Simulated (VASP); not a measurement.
# Sb (R-3m) in VASP: notebook

Sb is run at these levels: PBEsol; tasks: single point, relaxation of volume and atoms at fixed shape.

Everything below comes from runs of VASP 6.6.1. Logs are shortened: lines on timing, memory, paths and dates and some standing lists are left out, and cuts for length are marked.

**1. The cell of the first run**

The structure is trigonal, space group R-3m (No. 166). Conventional cell: a = 4.299 Å, b = 4.299 Å, c = 11.248 Å, α = 90.00°, β = 90.00°, γ = 120.00°. Within 3.8 Å of Sb (site symmetry 3m) lie 6 Sb at 2.92 to 3.33 Å.

**2. Single point, PBEsol**

INCAR reads:

```
SYSTEM = Sb
PREC = Accurate
ENCUT = 520
EDIFF = 1E-6
ISMEAR = -1
SIGMA = 0.1
LREAL = .False.
LASPH = .True.
NELM = 60
ALGO = Normal
ISIF = 2
LWAVE = .False.
LCHARG = .False.
GGA = PS
NBANDS = 12
```

KPOINTS reads:

```
regular mesh
0
Gamma
  7 7 7
  0 0 0
```

POSCAR reads:

```
Sb
1.0
    2.1492683909      1.2408806840      3.7493968121
   -2.1492683909      1.2408806840      3.7493968121
    0.0000000000     -2.4817613681      3.7493968121
Sb
2
Direct
    0.2349202401      0.2349202401      0.2349202401
    0.7650797599      0.7650797599      0.7650797599
```

Potentials or basis: VASP PAW PBE potentials, release 64 (Sb).

The run is started by

```console
$ cat potpaw_PBE.64/Sb/POTCAR > POTCAR
$ mpirun -np 1 vasp_std > vasp.out
```

OUTCAR:

```text
SYSTEM = Sb
   PREC = Accurate
   ENCUT = 520
   EDIFF = 1E-6
   ISMEAR = -1
   LREAL = .False.
   LASPH = .True.
   NELM = 60
   ISIF = 2
   GGA = PS

 ion  position               nearest neighbor table
   1  0.235  0.235  0.235-   2 2.92   2 2.92   2 2.92   2 3.33   2 3.33   2 3.33
   2  0.765  0.765  0.765-   1 2.92   1 2.92   1 2.92   1 3.33   1 3.33   1 3.33

  LATTYP: Found a trigonal (rhomboedric) cell.
 ALAT       =     4.4963447313
 COS(alpha) =     0.5430253624

  Lattice vectors:

 A1 = (   2.1492683909,   1.2408806840,   3.7493968121)
 A2 = (  -2.1492683909,   1.2408806840,   3.7493968121)
 A3 = (   0.0000000000,  -2.4817613681,   3.7493968121)

Analysis of symmetry for initial positions (statically):
=====================================================================
 Subroutine PRICEL returns:
 Original cell was already a primitive cell.

 Routine SETGRP: Setting up the symmetry group for a
 trigonal (rhombohedral) supercell.

 Subroutine GETGRP returns: Found 12 space group operations
 (whereof 12 operations were pure point group operations)
 out of a pool of 12 trial point group operations.

The static configuration has the point symmetry D_3d.

Analysis of symmetry for dynamics (positions and initial velocities):
=====================================================================
 Subroutine PRICEL returns:
 Original cell was already a primitive cell.

 Routine SETGRP: Setting up the symmetry group for a
 trigonal (rhombohedral) supercell.

 Subroutine GETGRP returns: Found 12 space group operations
 (whereof 12 operations were pure point group operations)
 out of a pool of 12 trial point group operations.

The dynamic configuration has the point symmetry D_3d.

 Subroutine INISYM returns: Found 12 space group operations
 (whereof 12 operations are pure point group operations),
 and found     1 'primitive' translations

----------------------------------------------------------------------------------------

                                     Primitive cell

  volume of cell :      59.9975

  direct lattice vectors                    reciprocal lattice vectors
     2.149268391  1.240880684  3.749396812     0.232637302  0.134313209  0.088903189
    -2.149268391  1.240880684  3.749396812    -0.232637302  0.134313209  0.088903189
     0.000000000 -2.481761368  3.749396812     0.000000000 -0.268626418  0.088903189

  length of vectors
     4.496344731  4.496344731  4.496344731     0.282955702  0.282955702  0.282955702

  position of ions in fractional coordinates (direct lattice)
     0.234920240  0.234920240  0.234920240
     0.765079760  0.765079760  0.765079760

  ion indices of the primitive-cell ions
   primitive index   ion index
                 1           1
                 2           2

----------------------------------------------------------------------------------------

 KPOINTS: regular mesh

Automatic generation of k-mesh.
 Grid dimensions read from file:
 generate k-points for:    7    7    7

 Generating k-lattice:

  Cartesian coordinates                     Fractional coordinates (reciprocal lattice)
     0.033233900  0.019187601  0.012700456     0.142857143  0.000000000  0.000000000
    -0.033233900  0.019187601  0.012700456     0.000000000  0.142857143  0.000000000
     0.000000000 -0.038375203  0.012700456     0.000000000  0.000000000  0.142857143

  Length of vectors
     0.040422243  0.040422243  0.040422243

  Shift w.r.t. Gamma in fractional coordinates (k-lattice)
     0.000000000  0.000000000  0.000000000

 Subroutine IBZKPT returns following result:
 ===========================================

 Found     44 irreducible k-points:

 Following reciprocal coordinates:
            Coordinates               Weight
  0.000000  0.000000  0.000000      1.000000
  0.142857 -0.000000  0.000000      6.000000
  0.285714 -0.000000  0.000000      6.000000
  0.428571 -0.000000  0.000000      6.000000
  0.142857  0.142857  0.000000      6.000000
  0.285714  0.142857  0.000000     12.000000
[... 16 lines left out ...]
  0.285714  0.285714  0.142857      6.000000
  0.428571  0.285714  0.142857     12.000000
 [... further k-points ...]
   k-points           NKPTS =     44   k-points in BZ     NKDIM =     44   number of bands    NBANDS=     12
   number of dos      NEDOS =    301   number of ions     NIONS =      2
   total plane-waves  NPLWV =  46656
   dimension x,y,z NGX =    36 NGY =   36 NGZ =   36
   dimension x,y,z NGXF=    72 NGYF=   72 NGZF=   72
   ions per type =               2
   NGX,Y,Z   is equivalent  to a cutoff of  13.31, 13.31, 13.31 a.u.
   NGXF,Y,Z  is equivalent  to a cutoff of  26.62, 26.62, 26.62 a.u.
 SYSTEM =  Sb
   PREC   = accura    normal or accurate (medium, high low for compatibility)
   ISTART =      0    job   : 0-new  1-cont  2-samecut
   ICHARG =      2    charge: 1-file 2-atom 10-const
   ISPIN  =      1    spin polarized calculation?
   LNONCOLLINEAR =      F non collinear calculations
   LSORBIT =      F    spin-orbit coupling
   LASPH  =      T    aspherical Exc in radial PAW
   ENCUT  =  520.0 eV  38.22 Ry    6.18 a.u.   8.36  8.36  8.36*2*pi/ulx,y,z
   NELM   =     60;   NELMIN=  2; NELMDL= -5     # of ELM steps
   EDIFF  = 0.1E-05   stopping-criterion for ELM
   LREAL  =      F    real-space projection
   EDIFFG = 0.1E-04   stopping-criterion for IOM
   NSW    =      0    number of steps for IOM
   IBRION =     -1    ionic relax: 0-MD 1-quasi-New 2-CG
   NFREE  =      0    steps in history (QN), initial steepest desc. (CG)
   ISIF   =      2    stress and relaxation
   ISYM   =      2    0-nonsym 1-usesym 2-fastsym
   POTIM  = 0.5000    time-step for ionic-motion
   TEBEG  =    0.0;   TEEND  =   0.0 temperature during run
   PSTRESS=    0.0 pullay stress
   NELECT =      10.0000    total number of electrons
   NUPDOWN=      -1.0000    fix difference up-down
   EMIN   =  10.00;   EMAX   =-10.00  energy-range for DOS
   EFERMI =   0.00;   METHOD = LEGACY
   ISMEAR =    -1;   SIGMA  =   0.10  broadening in eV -4-tet -1-fermi 0-gaus
   EFERMI_NEDOS =   21; number of points for ismear=-14 and -15
   IALGO  =     38    algorithm
   IMIX   =      4    mixing-type and parameters
     AMIX     =   0.40;   BMIX     =  1.00
     AMIX_MAG =   1.60;   BMIX_MAG =  1.00
  volume/ion in A,a.u.               =      30.00       202.44
  Fermi-wavevector in a.u.,A,eV,Ry     =   0.900942  1.702534 11.043812  0.811697
  Thomas-Fermi vector in A             =   2.023962
   LORBIT       =      0    0 simple, 1 ext, 2 COOP (PROOUT), +10 PAW based schemes
   GGA     = PS    functional components
   LHFCALC =     F    Hartree Fock is set to
   AEXX    =    0.0000 exact exchange contribution
   IVDW    =     0    specifies the selected vdW correction
   LEPSILON=     F    determine dielectric tensor
   LRPA    =     F    only Hartree local field effects (RPA)
 non-spin polarized calculation
  energy-cutoff  :      520.00
  volume of cell :       60.00
 maximum number of plane-waves:      1628
 NGX is ok and might be reduce to    36
   NGX = 17   NGY = 17   NGZ = 17

 number of electron      10.0000000 magnetization

 Free energy of the ion-electron system (eV)
  ---------------------------------------------------
  ext. energy  EPLUGINS =         0.00000000
  ---------------------------------------------------
  free energy    TOTEN  =        -9.13664114 eV

  energy without entropy =       -9.12665243  energy(sigma->0) =       -9.13164679

 E-fermi :   7.1292     XC(G=0):  -9.6993

 val. band max:        6.9688241721   @ k =   0.4286   0.2857   0.2857
 cond. band min:       7.2787653988   @ k =   0.4286  -0.0000   0.0000
 fundamental gap:      0.3099412267
 Fermi energy:         7.1291604029

 k-point     1 :       0.0000    0.0000    0.0000
  band No.  band energies     occupation
      1      -5.5453      2.00000
      2       2.4234      2.00000
      3       5.0923      2.00000
      4       5.4499      2.00000
      5       5.4499      2.00000
      6       9.4052      0.00000
      7       9.9524      0.00000
      8       9.9524      0.00000
      9      12.2415      0.00000
     10      12.2415      0.00000
     11      12.3084      0.00000
     12      13.6998      0.00000

 k-point     2 :       0.1429   -0.0000    0.0000
  band No.  band energies     occupation
      1      -5.3183      2.00000
      2       1.5013      2.00000
      3       5.1556      2.00000
      4       5.4067      2.00000
      5       5.7793      2.00000
      6       9.1790      0.00000
      7       9.3580      0.00000
      8       9.3947      0.00000
      9      11.6942      0.00000
     10      12.1279      0.00000
     11      12.4478      0.00000
     12      15.1269      0.00000

 k-point     3 :       0.2857   -0.0000    0.0000
  band No.  band energies     occupation
      1      -4.6460      2.00000
      2      -0.2352      2.00000
      3       5.2243      2.00000
      4       5.3532      2.00000
      5       6.2531      1.99969
      6       8.2274      0.00003
      7       8.2517      0.00003
      8       8.3770      0.00001
      9      12.3487      0.00000
     10      13.0683      0.00000
     11      13.6199      0.00000
     12      17.6199      0.00000
[... 286 lines left out ...]
 k-point    23 :       0.2857    0.2857    0.1429
  band No.  band energies     occupation
      1      -4.8345      2.00000
      2       0.2261      2.00000
      3       4.5026      2.00000
      4       4.7568      2.00000
      5       6.3011      1.99949
      6       8.3873      0.00001
      7       9.7167      0.00000
      8       9.9578      0.00000
      9      11.4326      0.00000
     10      13.7379      0.00000
     11      14.2944      0.00000
     12      15.4387      0.00000

 k-point    24 :       0.4286    0.2857    0.1429
  band No.  band energies     occupation
      1      -4.2403      2.00000
      2      -0.5073      2.00000
      3       3.2963      2.00000
      4       4.3605      2.00000
      5       5.9063      1.99999
      6       8.7072      0.00000
      7       9.9038      0.00000
      8      10.6132      0.00000
      9      11.8737      0.00000
     10      14.5740      0.00000
     11      15.4691      0.00000
     12      15.9355      0.00000

 [... further k-points ...]

------------------------ aborting loop because EDIFF is reached ----------------------------------------

  FORCE on cell =-STRESS in cart. coord.  units (eV):
  Direction    XX          YY          ZZ          XY          YZ          ZX
  --------------------------------------------------------------------------------------
  -------------------------------------------------------------------------------------
  Total        0.1787595      0.1787595     -0.1329213      0.0000000      0.0000000      0.0000000
  in kB        4.7736027      4.7736027     -3.5495369      0.0000000      0.0000000      0.0000000
  external PRESSURE =       1.9992228 kB  Pullay stress =       0.0000000 kB

 VOLUME and BASIS-vectors are now :
 -----------------------------------------------------------------------------
  energy-cutoff  :      520.00
  volume of cell :       60.00
      direct lattice vectors                 reciprocal lattice vectors
     2.149268391  1.240880684  3.749396812     0.232637302  0.134313209  0.088903189
    -2.149268391  1.240880684  3.749396812    -0.232637302  0.134313209  0.088903189
     0.000000000 -2.481761368  3.749396812     0.000000000 -0.268626418  0.088903189

 POSITION                                       TOTAL-FORCE (eV/Angst)
 -----------------------------------------------------------------------------------
      0.00000     -0.00000      2.64243         0.000000     -0.000000      0.047674
      0.00000     -0.00000      8.60576         0.000000      0.000000     -0.047674
 -----------------------------------------------------------------------------------
    total drift:                               -0.000000     -0.000000     -0.000000

  FREE ENERGIE OF THE ION-ELECTRON SYSTEM (eV)
  ---------------------------------------------------
  free  energy   TOTEN  =        -9.1366411388 eV

  energy  without entropy=       -9.1266524320  energy(sigma->0) =       -9.13164679
```

It took 32 s on 1 thread of AMD EPYC 7R13, shared host; peak memory 0.18 GiB.

What came out:

* Free energy: -9.1366 eV
* Pressure: 0.2 GPa
* Largest force: 0.048 eV/Å

Forces in eV/Å, atoms in the order of the input:
```
Sb   0.000  0.000  0.048
Sb   0.000  0.000 -0.048
```

Levels at points of the mesh, in eV from the Fermi level:
| k point | band 1 | band 2 | band 3 | band 4 | band 5 | band 6 | band 7 | band 8 | band 9 | band 10 |
| --- | --- | --- | --- | --- | --- | --- | --- | --- | --- | --- |
| (0.00, 0.00, 0.00) | -12.67 | -4.71 | -2.04 | -1.68 | -1.68 | 2.28 | 2.82 | 2.82 | 5.11 | 5.11 |

Caveat: the PAW data sets were made with another functional, which shifts forces and pressure a little; spin-orbit coupling is left out, which moves the levels of the heavy elements.

**3. Relaxation of volume and atoms at fixed shape, PBEsol**

This run uses another cell than the first one, of 30.21 Å³/atom.

INCAR reads:

```
SYSTEM = Sb
PREC = Accurate
ENCUT = 600
EDIFF = 1E-6
ISMEAR = -1
SIGMA = 0.1
LREAL = .False.
LASPH = .True.
NELM = 100
ALGO = Normal
ISIF = 8
LWAVE = .False.
LCHARG = .False.
GGA = PS
IBRION = 2
NSW = 80
EDIFFG = -0.03
```

KPOINTS is that of step 2.

POSCAR reads:

```
Sb
1.0
    2.1542000000      1.2437279500      3.7580000000
   -2.1542000000      1.2437279500      3.7580000000
    0.0000000000     -2.4874559000      3.7580000000
Sb
2
Direct
    0.2334900000      0.2334900000      0.2334900000
    0.7665100000      0.7665100000      0.7665100000
```

Potentials or basis: VASP PAW PBE potentials, release 64 (Sb).

The run is started by

```console
$ cat potpaw_PBE.64/Sb/POTCAR > POTCAR
$ mpirun -np 1 vasp_std > vasp.out
```

Wall time 76 s (1 thread of AMD EPYC 7R13, shared host); peak memory 0.18 GiB.

Results (log left out):

- Free energy: -9.1367 eV
- Relaxed volume: 30.19 Å³/atom
- Relaxed cell: a = 4.506 Å, b = 4.506 Å, c = 4.506 Å, α = 57.11°, β = 57.11°, γ = 57.11°
- Space group after relaxing (to 0.1 Å): R-3m (No. 166)
- Energy gained by relaxing: 1.4 meV/atom
- Ionic steps: 4
- Pressure after relaxing: -0.2 GPa
- Largest force after relaxing: 0.027 eV/Å

Forces in eV/Å, atoms in the order of the input:
```
Sb   0.000  0.000  0.027
Sb   0.000  0.000 -0.027
```

Stress tensor (GPa, compression positive):
```
 0.10  0.00  0.00
 0.00  0.10  0.00
 0.00  0.00 -0.66
```

The path:
| step | energy change (eV) | largest force (eV/Å) | pressure (GPa) | volume (Å³) |
| --- | --- | --- | --- | --- |
| 1 | 0.0000 | 0.1657 | 0.23 | 60.41 |
| 2 | -0.0016 | 0.0564 | -0.36 | 60.78 |
| 3 | -0.0016 | 0.0539 | -0.36 | 60.79 |
| 4 | -0.0028 | 0.0267 | -0.15 | 60.38 |

Final structure:
```yaml
crystal:
  lattice:
    - [2.15382, 1.24351, 3.75733]
    - [-2.15382, 1.24351, 3.75733]
    - [0.00000, -2.48701, 3.75733]
  atoms:
    - { symbol: Sb, position: [0.23481, 0.23481, 0.23481] }
    - { symbol: Sb, position: [0.76519, 0.76519, 0.76519] }
```

Levels at points of the mesh, in eV from the Fermi level:
```tsv
k point	band 3	band 4	band 5	band 6	band 7	band 8
(0.00, 0.00, 0.00)	-2.02	-1.67	-1.67	2.26	2.81	2.81
```

Caveat: the PAW data sets were made with another functional, which shifts forces and pressure a little; spin-orbit coupling is left out, which moves the levels of the heavy elements.
